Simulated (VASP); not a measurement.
# Al (Fm-3m) in VASP: a series of runs

The runs below take Al through single point, relaxation of cell and atoms, with PBEsol.

Program: VASP 6.6.1. These are calculated values, not measurements. Logs are shortened: lines on timing, memory, paths and dates and some standing lists are left out, and cuts for length are marked.

## (1) The cell of the first run

It takes space group Fm-3m (No. 225, cubic). Conventional cell: a = 4.013 Å, b = 4.013 Å, c = 4.013 Å, α = 90.00°, β = 90.00°, γ = 90.00°. Within 3.7 Å of Al (site symmetry m-3m) lie 12 Al at 2.84 Å.

## (2) Single point, PBEsol

Contents of INCAR:

```
ALGO = Normal
EDIFF = 1E-6
ENCUT = 520
GGA = PS
ISIF = 2
ISMEAR = -1
LASPH = True
LCHARG = False
LREAL = False
LWAVE = False
NBANDS = 8
NELM = 80
PREC = Accurate
SIGMA = 0.08
```

Contents of KPOINTS:

```
k-points
0
Gamma
  14 14 14
```

Contents of POSCAR:

```
Al
1.0
    0.0000000000      2.0064656249      2.0064656249
    2.0064656249      0.0000000000      2.0064656249
    2.0064656249      2.0064656249      0.0000000000
Al
1
Direct
    0.0000000000      0.0000000000      0.0000000000
```

Potentials or basis: VASP PAW PBE potentials, release 64 (Al).

Started as:

```sh
> cat potpaw_PBE.64/Al/POTCAR > POTCAR
> mpirun -np 1 vasp_std > vasp.out
```

OUTCAR:

```text
EDIFF = 1E-6
   ENCUT = 520
   GGA = PS
   ISIF = 2
   ISMEAR = -1
   LASPH = True
   LREAL = False
   NELM = 80
   PREC = Accurate

 ion  position               nearest neighbor table
   1  0.000  0.000  0.000-

  LATTYP: Found a face centered cubic cell.
 ALAT       =     4.0129312498

  Lattice vectors:

 A1 = (   0.0000000000,   2.0064656249,   2.0064656249)
 A2 = (   2.0064656249,   0.0000000000,   2.0064656249)
 A3 = (   2.0064656249,   2.0064656249,   0.0000000000)

Analysis of symmetry for initial positions (statically):
=====================================================================
 Subroutine PRICEL returns:
 Original cell was already a primitive cell.

 Routine SETGRP: Setting up the symmetry group for a
 face centered cubic supercell.

 Subroutine GETGRP returns: Found 48 space group operations
 (whereof 48 operations were pure point group operations)
 out of a pool of 48 trial point group operations.

The static configuration has the point symmetry O_h .

Analysis of symmetry for dynamics (positions and initial velocities):
=====================================================================
 Subroutine PRICEL returns:
 Original cell was already a primitive cell.

 Routine SETGRP: Setting up the symmetry group for a
 face centered cubic supercell.

 Subroutine GETGRP returns: Found 48 space group operations
 (whereof 48 operations were pure point group operations)
 out of a pool of 48 trial point group operations.

The dynamic configuration has the point symmetry O_h .

 Subroutine INISYM returns: Found 48 space group operations
 (whereof 48 operations are pure point group operations),
 and found     1 'primitive' translations

----------------------------------------------------------------------------------------

                                     Primitive cell

  volume of cell :      16.1557

  direct lattice vectors                    reciprocal lattice vectors
     0.000000000  2.006465625  2.006465625    -0.249194401  0.249194401  0.249194401
     2.006465625  0.000000000  2.006465625     0.249194401 -0.249194401  0.249194401
     2.006465625  2.006465625  0.000000000     0.249194401  0.249194401 -0.249194401

  length of vectors
     2.837570899  2.837570899  2.837570899     0.431617364  0.431617364  0.431617364

  position of ions in fractional coordinates (direct lattice)
     0.000000000  0.000000000  0.000000000

  ion indices of the primitive-cell ions
   primitive index   ion index
                 1           1

----------------------------------------------------------------------------------------

 KPOINTS: k-points

Automatic generation of k-mesh.
 Grid dimensions read from file:
 generate k-points for:   14   14   14

 Generating k-lattice:

  Cartesian coordinates                     Fractional coordinates (reciprocal lattice)
    -0.017799600  0.017799600  0.017799600     0.071428571  0.000000000  0.000000000
     0.017799600 -0.017799600  0.017799600     0.000000000  0.071428571  0.000000000
     0.017799600  0.017799600 -0.017799600     0.000000000  0.000000000  0.071428571

  Length of vectors
     0.030829812  0.030829812  0.030829812

  Shift w.r.t. Gamma in fractional coordinates (k-lattice)
     0.000000000  0.000000000  0.000000000

 Subroutine IBZKPT returns following result:
 ===========================================

 Found    104 irreducible k-points:

 Following reciprocal coordinates:
            Coordinates               Weight
  0.000000  0.000000  0.000000      1.000000
  0.071429  0.000000  0.000000      8.000000
  0.142857  0.000000  0.000000      8.000000
  0.214286  0.000000  0.000000      8.000000
  0.285714  0.000000  0.000000      8.000000
  0.357143  0.000000  0.000000      8.000000
[... 16 lines left out ...]
  0.214286  0.142857  0.000000     24.000000
  0.285714  0.142857  0.000000     24.000000
 [... further k-points ...]
   k-points           NKPTS =    104   k-points in BZ     NKDIM =    104   number of bands    NBANDS=      8
   number of dos      NEDOS =    301   number of ions     NIONS =      1
   total plane-waves  NPLWV =  13824
   dimension x,y,z NGX =    24 NGY =   24 NGZ =   24
   dimension x,y,z NGXF=    48 NGYF=   48 NGZF=   48
   ions per type =               1
   NGX,Y,Z   is equivalent  to a cutoff of  14.06, 14.06, 14.06 a.u.
   NGXF,Y,Z  is equivalent  to a cutoff of  28.12, 28.12, 28.12 a.u.
 SYSTEM =  unknown system
   PREC   = accura    normal or accurate (medium, high low for compatibility)
   ISTART =      0    job   : 0-new  1-cont  2-samecut
   ICHARG =      2    charge: 1-file 2-atom 10-const
   ISPIN  =      1    spin polarized calculation?
   LNONCOLLINEAR =      F non collinear calculations
   LSORBIT =      F    spin-orbit coupling
   LASPH  =      T    aspherical Exc in radial PAW
   ENCUT  =  520.0 eV  38.22 Ry    6.18 a.u.   5.28  5.28  5.28*2*pi/ulx,y,z
   NELM   =     80;   NELMIN=  2; NELMDL= -5     # of ELM steps
   EDIFF  = 0.1E-05   stopping-criterion for ELM
   LREAL  =      F    real-space projection
   EDIFFG = 0.1E-04   stopping-criterion for IOM
   NSW    =      0    number of steps for IOM
   IBRION =     -1    ionic relax: 0-MD 1-quasi-New 2-CG
   NFREE  =      0    steps in history (QN), initial steepest desc. (CG)
   ISIF   =      2    stress and relaxation
   ISYM   =      2    0-nonsym 1-usesym 2-fastsym
   POTIM  = 0.5000    time-step for ionic-motion
   TEBEG  =    0.0;   TEEND  =   0.0 temperature during run
   PSTRESS=    0.0 pullay stress
   NELECT =       3.0000    total number of electrons
   NUPDOWN=      -1.0000    fix difference up-down
   EMIN   =  10.00;   EMAX   =-10.00  energy-range for DOS
   EFERMI =   0.00;   METHOD = LEGACY
   ISMEAR =    -1;   SIGMA  =   0.08  broadening in eV -4-tet -1-fermi 0-gaus
   EFERMI_NEDOS =   21; number of points for ismear=-14 and -15
   IALGO  =     38    algorithm
   IMIX   =      4    mixing-type and parameters
     AMIX     =   0.40;   BMIX     =  1.00
     AMIX_MAG =   1.60;   BMIX_MAG =  1.00
  volume/ion in A,a.u.               =      16.16       109.02
  Fermi-wavevector in a.u.,A,eV,Ry     =   0.933986  1.764977 11.868759  0.872329
  Thomas-Fermi vector in A             =   2.060744
   LORBIT       =      0    0 simple, 1 ext, 2 COOP (PROOUT), +10 PAW based schemes
   GGA     = PS    functional components
   LHFCALC =     F    Hartree Fock is set to
   AEXX    =    0.0000 exact exchange contribution
   IVDW    =     0    specifies the selected vdW correction
   LEPSILON=     F    determine dielectric tensor
   LRPA    =     F    only Hartree local field effects (RPA)
 non-spin polarized calculation
  energy-cutoff  :      520.00
  volume of cell :       16.16
 maximum number of plane-waves:       448
 NGX is ok and might be reduce to    24
   NGX = 11   NGY = 11   NGZ = 11

 number of electron       3.0000000 magnetization

 Free energy of the ion-electron system (eV)
  ---------------------------------------------------
  ext. energy  EPLUGINS =         0.00000000
  ---------------------------------------------------
  free energy    TOTEN  =        -4.08997314 eV

  energy without entropy =       -4.08001150  energy(sigma->0) =       -4.08499232

 E-fermi :   8.1460     XC(G=0): -10.3343

 val. band max:        8.1156009727   @ k =  -0.3571   0.4286   0.2143
 cond. band min:       8.1775709526   @ k =   0.5000   0.2857   0.0000
 fundamental gap:      0.0619699799
 Fermi energy:         8.1460209671

 k-point     1 :       0.0000    0.0000    0.0000
  band No.  band energies     occupation
      1      -3.1054      2.00000
      2      20.8825      0.00000
      3      20.8825      0.00000
      4      20.8825      0.00000
      5      22.5343      0.00000
      6      22.5343      0.00000
      7      22.5343      0.00000
      8      24.8090      0.00000

 k-point     2 :       0.0714    0.0000    0.0000
  band No.  band energies     occupation
      1      -2.9648      2.00000
      2      18.7576      0.00000
      3      20.4504      0.00000
      4      20.4504      0.00000
      5      23.1429      0.00000
      6      23.1850      0.00000
      7      23.1850      0.00000
      8      26.2281      0.00000

 k-point     3 :       0.1429    0.0000    0.0000
  band No.  band energies     occupation
      1      -2.5439      2.00000
      2      15.8458      0.00000
      3      19.8282      0.00000
      4      19.8282      0.00000
      5      23.0392      0.00000
      6      24.3183      0.00000
      7      24.3183      0.00000
      8      25.7126      0.00000

 k-point     4 :       0.2143    0.0000    0.0000
  band No.  band energies     occupation
      1      -1.8452      2.00000
      2      13.0057      0.00000
      3      19.3647      0.00000
      4      19.3647      0.00000
      5      22.8030      0.00000
      6      23.7593      0.00000
      7      23.7593      0.00000
      8      26.3993      0.00000

 k-point     5 :       0.2857    0.0000    0.0000
  band No.  band energies     occupation
      1      -0.8730      2.00000
      2      10.3366      0.00000
      3      19.1148      0.00000
      4      19.1148      0.00000
      5      22.4678      0.00000
      6      22.4678      0.00000
      7      22.6710      0.00000
      8      26.5331      0.00000
[... 177 lines left out ...]
 k-point    22 :       0.1429    0.1429    0.0000
  band No.  band energies     occupation
      1      -2.3572      2.00000
      2      17.8052      0.00000
      3      17.8052      0.00000
      4      17.9509      0.00000
      5      21.0898      0.00000
      6      22.0131      0.00000
      7      26.6667      0.00000
      8      26.6667      0.00000

 k-point    23 :       0.2143    0.1429    0.0000
  band No.  band energies     occupation
      1      -1.8452      2.00000
      2      15.2064      0.00000
      3      17.1406      0.00000
      4      18.3556      0.00000
      5      20.2306      0.00000
      6      21.2857      0.00000
      7      27.1696      0.00000
      8      27.4743      0.00000

 k-point    24 :       0.2857    0.1429    0.0000
  band No.  band energies     occupation
      1      -1.0577      2.00000
      2      12.4972      0.00000
      3      16.7123      0.00000
      4      18.2069      0.00000
      5      18.7188      0.00000
      6      22.6396      0.00000
      7      26.5632      0.00000
      8      27.1646      0.00000

 [... further k-points ...]
[... 5 lines left out ...]
  --------------------------------------------------------------------------------------
  -------------------------------------------------------------------------------------
  Total        0.0024409      0.0024409      0.0024409      0.0000000      0.0000000     -0.0000000
  in kB        0.2420685      0.2420685      0.2420685      0.0000000      0.0000000     -0.0000000
  external PRESSURE =       0.2420685 kB  Pullay stress =       0.0000000 kB

 VOLUME and BASIS-vectors are now :
 -----------------------------------------------------------------------------
  energy-cutoff  :      520.00
  volume of cell :       16.16
      direct lattice vectors                 reciprocal lattice vectors
     0.000000000  2.006465625  2.006465625    -0.249194401  0.249194401  0.249194401
     2.006465625  0.000000000  2.006465625     0.249194401 -0.249194401  0.249194401
     2.006465625  2.006465625  0.000000000     0.249194401  0.249194401 -0.249194401

 POSITION                                       TOTAL-FORCE (eV/Angst)
 -----------------------------------------------------------------------------------
      0.00000      0.00000      0.00000         0.000000      0.000000      0.000000
 -----------------------------------------------------------------------------------
    total drift:                                0.000000     -0.000000     -0.000000

  FREE ENERGIE OF THE ION-ELECTRON SYSTEM (eV)
  ---------------------------------------------------
  free  energy   TOTEN  =        -4.0899731399 eV

  energy  without entropy=       -4.0800115009  energy(sigma->0) =       -4.08499232
```

Run time: 8.3 s. Hardware: 1 thread of Intel Xeon 6975P-C, shared host; peak memory 0.14 GiB.

What came out:

| Property | Result |
| --- | --- |
| Free energy | -4.0900 eV |
| Pressure | 0.0 GPa |

Levels at points of the mesh, in eV from the Fermi level:
```tsv
k point	band 1	band 2	band 3	band 4	band 5	band 6
(0.00, 0.00, 0.00)	-11.25	12.74	12.74	12.74	14.39	14.39
(0.50, 0.00, 0.00)	-4.65	-4.38	11.56	11.56	11.64	11.64
(0.50, 0.50, 0.00)	-2.95	-1.59	5.28	5.71	5.71	9.28
```

Caveat: the PAW data sets were made with another functional, which shifts forces and pressure a little.

[end of part 1 of 3]
